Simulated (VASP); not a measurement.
A run of VASP 6.6.1 is set up as follows.

Contents of INCAR:

```
  PREC = Accurate
  ENCUT = 520
  EDIFF = 1E-6
  ISMEAR = 0
  SIGMA = 0.03
  LREAL = F
  LASPH = T
  NELM = 60
  ALGO = Normal
  ISIF = 2
  LWAVE = F
  LCHARG = T
  GGA = PE
  IVDW = 12
  LELF = T
  LVHAR = T
  NBANDS = 48
```

File KPOINTS:

```
Automatic mesh
0
Gamma
  6 6 2
```

The input POSCAR:

```
InSe
1.0
    4.0317714842      0.0000000000      0.0000000000
   -2.0158857421      3.4916165276      0.0000000000
    0.0000000000      0.0000000000     16.7623716544
In Se
4 4
Direct
    0.3558583394      0.6821591020      0.1637892960
    0.6891916728      0.3488257686      0.6637892960
    0.3558583394      0.6821591020      0.3304729070
    0.6891916728      0.3488257686      0.8304729070
    0.3558583394      0.6821591020      0.5870022351
    0.5089916241      0.2248862863      0.1099534228
    0.3558583394      0.6821591020      0.9072599679
    0.6891916728      0.3488257686      0.4072599679
```

Potentials or basis: VASP PAW PBE potentials, release 64 (In_d, Se).

Run with:

```sh
$ cat potpaw_PBE.64/In_d/POTCAR potpaw_PBE.64/Se/POTCAR > POTCAR
$ mpirun -np 1 vasp_std > vasp.out
```

Task: Estimate the largest force.

Result: 7.253 eV/Å.

Task: Predict the pressure.

Result: 4.8 GPa.

Task: What does it give for the dispersion energy per atom?

Result: -0.296 eV.

Stress tensor (GPa, compression positive):
```
 1.80 -3.62 -0.36
-3.62  9.42 -3.51
-0.36 -3.51  3.11
```

Caveat: the cell differs from its parent crystal (atom 6 moved 0.75 Å); the stress differs along the axes, from 2 to 9 GPa; forces of over 1 eV/Å act on the atoms, so gaps and moduli don't describe the material at rest.
